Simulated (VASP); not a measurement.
ZnS (NiAs type): relaxation of cell and atoms with PBE

ZnS (NiAs type):

```
Zn S
1.0
     3.13116    0.00000    0.00000
    -1.56558    2.71166    0.00000
     0.00000    0.00000    4.85329
Zn S
2 2
Direct
  0.00000 0.00000 0.00000
  0.00000 0.00000 0.50000
  0.33333 0.66667 0.25000
  0.66667 0.33333 0.75000
```

| Property | Result |
| --- | --- |
| Program | VASP 6.6.1 |
| Task | relaxation of cell and atoms |
| Functional | PBE |
| Potentials or basis | VASP PAW PBE potentials, release 64 (Zn, S) |
| Cutoff | 600 eV |
| k mesh | 12 × 12 × 7 |
| Occupations | fermi-dirac, width 0.08 eV |
| Spin | no spin polarisation |
| Target pressure | 120 GPa |
| Dipole correction | no |
| Further INCAR settings | ALGO = Normal; EDIFF = 1e-06; IBRION = 2; EDIFFG = -0.005; NSW = 60; ISIF = 3 |

The relaxed volume is 10.41 Å³/atom. The relaxed cell is a = 3.025 Å, b = 3.025 Å, c = 5.253 Å, α = 90.00°, β = 90.00°, γ = 120.00°. The space group after relaxing (to 0.1 Å) is P6_3/mmc (No. 194), the energy change on relaxing (the run minimises the enthalpy) is -131.2 meV/atom and the ionic steps are 12. The pressure after relaxing is 120.0 GPa. The band gap on the k mesh is zero (bands 18 and 19 overlap by 0.86 eV).

Stress tensor (GPa, compression positive):
```
119.95   0.00   0.00
  0.00 119.95   0.00
  0.00   0.00 120.05
```

The path:
```
step  energy change (eV)  largest force (eV/Å)  pressure (GPa)  volume (Å³)
   1              0.0000                0.0000          128.78        41.21
   2             -2.4286                0.0000           89.48        44.61
   3             -1.0217                0.0000          112.46        42.48
   4             -0.7186                0.0000          117.22        41.90
   5             -0.5541                0.0000          119.56        41.67
   6             -0.5678                0.0000          119.21        41.69
   7             -0.3940                0.0000          122.38        41.46
   8             -0.5330                0.0000          119.94        41.64
   9             -0.5372                0.0000          119.83        41.65
  10             -0.5364                0.0000          119.88        41.65
  11             -0.5275                0.0000          120.05        41.63
  12             -0.5249                0.0000          119.98        41.63
```

Final structure:
```cif
data_structure
_symmetry_space_group_name_H-M 'P 1'
_symmetry_Int_Tables_number 1
_cell_length_a 3.0251
_cell_length_b 3.0251
_cell_length_c 5.2529
_cell_angle_alpha 90.000
_cell_angle_beta 90.000
_cell_angle_gamma 120.000
_cell_volume 41.63
loop_
_atom_site_label
_atom_site_type_symbol
_atom_site_fract_x
_atom_site_fract_y
_atom_site_fract_z
_atom_site_occupancy
Zn1 Zn 0.00000 0.00000 0.00000 1
Zn2 Zn 0.00000 0.00000 0.50000 1
S1 S 0.33333 0.66667 0.25000 1
S2 S 0.66667 0.33333 0.75000 1
```

Levels at points of the mesh, in eV from the Fermi level:
```csv
k point,band 15,band 16,band 17,band 18,band 19,band 20,band 21,band 22
"(0.00, 0.00, 0.00)",-1.47,-1.47,0.04,0.04,3.98,5.58,6.13,6.13
"(0.50, 0.00, 0.00)",-5.58,-4.77,-3.60,-0.24,2.84,3.15,3.53,4.55
```

Run time: 4.3 min on 1 thread of Intel(R) Xeon(R) 6975P-C (Granite Rapids) (shared host), peak memory 0.23 GiB.

Caveat: the cell is relaxed towards a set pressure, so the run minimises the enthalpy, not the energy.
